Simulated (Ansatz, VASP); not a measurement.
**Pd in VASP and in Ansatz**

Contents of INCAR:

```
  PREC = Accurate
  ENCUT = 520
  EDIFF = 1E-6
  ISMEAR = -1
  SIGMA = 0.05
  LREAL = F
  LASPH = T
  NELM = 150
  ALGO = Normal
  ISIF = 2
  LWAVE = F
  LCHARG = T
  ISPIN = 2
  MAGMOM = -0.45 -0.45
  LORBIT = 11
  LMAXMIX = 4
  GGA = RE
  LELF = T
  LVHAR = T
  NBANDS = 21
```

The input KPOINTS:

```
Automatic mesh
0
Gamma
  11 11 11
```

File POSCAR:

```
Pd
1.0
    0.0000000000      2.8123246691      2.8123246691
    2.8123246691      0.0000000000      2.8123246691
    2.8123246691      2.8123246691      0.0000000000
Pd
2
Direct
    0.1250000000      0.1250000000      0.1250000000
    0.8750000000      0.8750000000      0.8750000000
```

Input for Ansatz:

```yaml
crystal:
  lattice:
    - [0.0, 2.8123246691, 2.8123246691]
    - [2.8123246691, 0.0, 2.8123246691]
    - [2.8123246691, 2.8123246691, 0.0]
  atoms:
    - { symbol: Pd, position: [0.125, 0.125, 0.125], spin: -0.45 }
    - { symbol: Pd, position: [0.875, 0.875, 0.875], spin: -0.45 }
hamiltonian:
  xc: revpbe
  pseudopotentials:
    kind: paw
    azcp:
      Pd: "pseudopotentials/Pd.paw.azcp"
basis:
  ecutwfc: 420
  fft_grid_basis: typed
kpoints:
  mp_grid: { grid: [11, 11, 11], shift: [0, 0, 0] }
magnetization:
  spin_polarized: true
scf:
  occupations: { method: fermi_dirac, width: 0.05 }
  lower_state_search: "off"
output:
  stress: true
```

Alike in both runs: task single point; functional revPBE; k mesh 11 × 11 × 11; occupations fermi-dirac, width 0.05 eV; collinear spin.

|  | VASP | Ansatz |
| --- | --- | --- |
| version | VASP 6.6.1 | Ansatz 0.2.0 |
| potentials or method | VASP PAW PBE potentials, release 64 (Pd), cutoff 520 eV | plane waves (420 eV) with PAW, scalar-relativistic |
| valence electrons in the cell | 20 | 36 |

```csv
,VASP,Ansatz,Ansatz less VASP
pressure (GPa),10.0,10.5,+0.53
net moment per atom (μB),0.50,0.50,-0.001
size of the moment on the site where the two differ most (μB),0.48,0.48,-0.005
```

VASP's potentials were made for PBE, not for revPBE. Site moments also hang on the region over which each program counts them. VASP's potentials hold 20 valence electrons a cell and Ansatz's 36, so a difference there can come from the potentials and not from the codes.
